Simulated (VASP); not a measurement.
**BaBi2O3: single point with PBE**

The system is BaBi2O3.

```
Ba Bi O
1.0
     6.16593    0.00000    0.00000
    -3.08296    5.33985    0.00000
     0.00000    0.00000    3.54201
Ba Bi O
1 2 3
Direct
  0.00000 0.00000 0.50000
  0.33333 0.66667 0.50000
  0.66667 0.33333 0.50000
  0.50000 0.50000 0.00000
  0.00000 0.50000 0.00000
  0.50000 0.00000 0.00000
```

| Property | Result |
| --- | --- |
| Program | VASP 6.6.1 |
| Task | single point |
| Functional | PBE |
| Potentials or basis | VASP PAW PBE potentials, release 64 (Ba_sv, Bi_d, O) |
| Cutoff | 520 eV |
| k mesh | 6 × 6 × 6 |
| Occupations | gaussian, width 0.1 eV |
| Spin | no spin polarisation |
| Dipole correction | no |
| Further INCAR settings | ALGO = Normal; EDIFF = 1e-07; NBANDS = 38 |

```yaml
Pressure: 0.3 GPa
Band_gap_on_the_k_mesh: zero (band 29 reaches 7.56 eV, above the bottom of band 30 at 5.25 eV)
```

Levels at points of the mesh, in eV from the Fermi level:
```csv
k point,band 27,band 28,band 29,band 30,band 31,band 32
"(0.00, 0.00, 0.00)",-2.61,-2.05,-2.05,-1.58,-0.29,2.66
"(0.50, 0.00, 0.00)",-2.83,-2.61,-0.54,-0.29,0.71,1.39
"(0.00, 0.00, 0.50)",-2.41,-1.04,0.23,0.67,0.67,1.37
"(0.50, 0.00, 0.50)",-2.72,-2.56,-0.05,0.19,0.64,1.69
```

It took 87 s on 1 thread of Intel(R) Xeon(R) 6975P-C (Granite Rapids) (shared host), peak memory 0.3 GiB.

Caveat: spin-orbit coupling is left out, which moves the levels of the heavy elements.
